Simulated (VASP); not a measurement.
Input of a VASP 6.6.1 run:

The input INCAR:

```
SYSTEM = ZnO
ALGO = Normal ; EDIFF = 1E-6
ENCUT = 1340 ; GGA = PE
GGA_COMPAT = .False. ; ISIF = 2
ISMEAR = -5 ; LASPH = .True.
LCHARG = .False. ; LREAL = .False.
LWAVE = .False. ; NBANDS = 26
NELM = 120 ; PREC = Accurate
SIGMA = 0.1
```

File KPOINTS:

```
k-points
0
Gamma
  7 7 4
  0 0 0
```

Contents of POSCAR:

```
ZnO
1.0
    3.2493987200      0.0000000000      0.0000000000
   -1.6246993600      2.8140618400      0.0000000000
    0.0000000000      0.0000000000      5.2038000000
Zn O
2 2
Direct
    0.3333333300      0.6666666700      0.0000000000
    0.6666666700      0.3333333300      0.5000000000
    0.3333333300      0.6666666700      0.3830000000
    0.6666666700      0.3333333300      0.8830000000
```

Potentials or basis: VASP PAW PBE potentials, release 64 (Zn, O_h).

The run is started by

```sh
$ cat potpaw_PBE.64/Zn/POTCAR potpaw_PBE.64/O_h/POTCAR > POTCAR
$ mpirun -np 1 vasp_std > vasp.out
```

Problem. Predict the largest force.

Solution. 0.062 eV/Å.

Problem. Predict the band gap on the k mesh.

Solution. 0.79 eV.

Problem. Estimate the pressure.

Solution. 5.8 GPa.

Stress tensor (GPa, compression positive):
```
5.90 0.00 0.00
0.00 5.90 0.00
0.00 0.00 5.71
```

Caveat: the cell stands under pressure; semilocal functionals underestimate gaps, and a narrow one can read as zero.
